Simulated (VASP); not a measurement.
Write the native input for VASP 6.6.1 that does the following.

* Task: single point
* Functional: r2SCAN
* Potentials or basis: VASP PAW PBE potentials, release 64 (In_d, Sb)
* Cutoff: 520 eV
* k mesh: 9 × 9 × 9
* Occupations: fermi-dirac, width 0.1 eV
* Spin: no spin polarisation
* Dipole correction: no
* Further INCAR settings: ALGO = Normal; EDIFF = 1e-06; NBANDS = 16

Crystal: InSb.

```
CELL_PARAMETERS angstrom
0.00000 3.30079 3.30079
3.30079 0.00000 3.30079
3.30079 3.30079 0.00000
ATOMIC_POSITIONS crystal
In 0.00000 0.00000 0.00000
Sb 0.25000 0.25000 0.25000
```

These files were run (other wordings do the same):

POSCAR

```
InSb
1.0
    0.0000000000      3.3007893200      3.3007893200
    3.3007893200      0.0000000000      3.3007893200
    3.3007893200      3.3007893200      0.0000000000
In Sb
1 1
Direct
    0.0000000000      0.0000000000      0.0000000000
    0.2500000000      0.2500000000      0.2500000000
```

INCAR.step1

```
PREC = Accurate ; ENCUT = 520
ISMEAR = -1 ; SIGMA = 0.1
LREAL = F ; LASPH = T
NELM = 60 ; NBANDS = 16
GGA = PE ; ALGO = Normal
EDIFF = 1E-4 ; LWAVE = T
LCHARG = F
```

INCAR.step2

```
PREC = Accurate ; ENCUT = 520
EDIFF = 1E-6 ; ISMEAR = -1
SIGMA = 0.1 ; LREAL = F
LASPH = T ; NELM = 60
ALGO = Normal ; ISIF = 2
LWAVE = F ; LCHARG = F
METAGGA = R2SCAN ; LMIXTAU = T
NBANDS = 16 ; ISTART = 1
```

KPOINTS

```
regular mesh
0
Gamma
  9 9 9
```

Potentials or basis: VASP PAW PBE potentials, release 64 (In_d, Sb).

Run with:

```sh
$ cat potpaw_PBE.64/In_d/POTCAR potpaw_PBE.64/Sb/POTCAR > POTCAR
$ cp INCAR.step1 INCAR
$ mpirun -np 1 vasp_std > vasp.out
$ cp INCAR.step2 INCAR
$ mpirun -np 1 vasp_std > vasp.out
```

It gave:

```
Pressure               : -0.9 GPa
Band gap on the k mesh : zero (filled and empty bands touch)
```

Caveat: the PAW data sets were made with another functional, which shifts forces and pressure a little; spin-orbit coupling is left out, which moves the levels of the heavy elements.

Run time: 5.6 min on 1 thread of AMD EPYC 7R13, with other jobs on the host, peak memory 0.21 GiB.
